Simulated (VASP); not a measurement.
# Na: single point with PBE

The system is Na, a slab with vacuum.

```
Na
1.0
     3.66762    0.00000    0.00000
     0.00000    5.98919    0.00000
     0.00000    0.00000   28.37359
Na
7
Cartesian
  1.2225 2.9946 9.0000
  2.4451 0.0000 10.7289
  0.0000 2.9946 12.4579
  1.1981 0.0000 14.1193
  2.4422 2.9946 15.7227
  -0.2138 0.0000 17.4894
  1.3382 2.9946 19.0132
```

```yaml
Program: VASP 6.6.1
Task: single point
Functional: PBE
Potentials_or_basis: VASP PAW PBE potentials, release 64 (Na_pv)
Cutoff: 520 eV
k_mesh: 7 × 5 × 1
Occupations: gaussian, width 0.1 eV
Spin: no spin polarisation
```

| Quantity | Value |
| --- | --- |
| Largest force | 0.078 eV/Å |
| Band gap on the k mesh | zero (an odd number of electrons rules out a gap without spin polarisation) |

Forces in eV/Å, atoms in the order of the input:
```
Na  -0.033  0.000  0.059
Na   0.038  0.000 -0.008
Na   0.009  0.000 -0.078
Na  -0.007  0.000  0.004
Na   0.003  0.000  0.016
Na  -0.004  0.000  0.004
Na  -0.006  0.000  0.002
```

Levels at points of the mesh, in eV from the Fermi level:
```csv
k point,band 21,band 22,band 23,band 24,band 25,band 26,band 27,band 28,band 29,band 30
"(0.00, 0.00, 0.00)",-24.85,-3.05,-2.46,-1.55,-0.42,0.68,0.91,1.39,1.45,1.71
```

Run time: 6.7 min on 1 thread of AMD EPYC 7R13 Processor (Zen 3) (shared host), peak memory 0.63 GiB.
